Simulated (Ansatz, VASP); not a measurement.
## Two plane-wave programs on NaH

```
CELL_PARAMETERS angstrom
-0.00085 2.42601 2.41573
2.41248 2.42323 0.00221
-2.41165 4.84343 -2.40580
ATOMIC_POSITIONS crystal
Na 0.49940 0.50130 0.50013
Na 0.00095 0.00041 0.00030
H 0.74969 0.74896 0.74939
H 0.24997 0.24932 0.25018
```

Change from the starting cell: cell x2, atoms moved at random (sigma 0.1 Å) and cell strained at random (1.5 %), then relaxed without symmetry.

Alike in both runs: functional PBE; k mesh 6 × 6 × 6; occupations gaussian, width 0.1 eV; no spin polarisation.

Ansatz relaxed the structure, and its values are those at the end. VASP's run is a single point on that final structure, the one shown.

|  | VASP | Ansatz |
| --- | --- | --- |
| version | VASP 6.6.1 | Ansatz 0.2.0 |
| potentials or method | VASP PAW PBE potentials, release 64 (Na_pv, H), cutoff 500 eV | scalar-relativistic, plane waves, PAW |
| valence electrons in the cell | 16 | 20 |

VASP gave:

| Quantity | Value |
| --- | --- |
| gap on the k mesh at the Fermi level (eV) | 3.79 |
| least direct gap on the mesh (eV) | 3.92 |
| pressure (GPa) | -0.1 |
| rms of the force components (eV/Å) | 0.005 |

Q: Estimate Ansatz's values.

A: gap on the k mesh at the Fermi level (eV): 3.79; least direct gap on the mesh (eV): 3.92; pressure (GPa): 0.0; rms of the force components (eV/Å): 0.005.

VASP's potentials hold 16 valence electrons a cell and Ansatz's 20, so a difference there can come from the potentials and not from the codes.
